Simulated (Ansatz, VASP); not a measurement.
# Ga: VASP beside Ansatz

```
CELL_PARAMETERS angstrom
1.37031 -3.96307 -0.02486
1.37031 3.96307 -0.02486
-0.17624 0.00000 3.30212
ATOMIC_POSITIONS crystal
Ga 0.86624 0.13376 0.25000
Ga 0.13376 0.86624 0.75000
```

Alike in both runs: functional PBEsol; k mesh 16 × 16 × 12; occupations gaussian, width 0.1 eV; no spin polarisation.

Ansatz relaxed the structure, and its values are those at the end. VASP's run is a single point on that final structure, the one shown.

|  | VASP | Ansatz |
| --- | --- | --- |
| version | VASP 6.6.1 | Ansatz 0.2.0 |
| potentials or method | VASP PAW PBE potentials, release 64 (Ga_d), cutoff 520 eV | scalar-relativistic, plane waves, PAW |
| valence electrons in the cell | 26 | 26 |

Ansatz gave:

- gap on the k mesh at the Fermi level (eV): none
- pressure (GPa): 0.0

Question: Which values does VASP return?

Answer: gap on the k mesh at the Fermi level (eV): none; pressure (GPa): 0.1.

VASP's potentials were made for PBE, not for PBEsol. A gap of «none» marks a metal or a gap that the smearing closes.
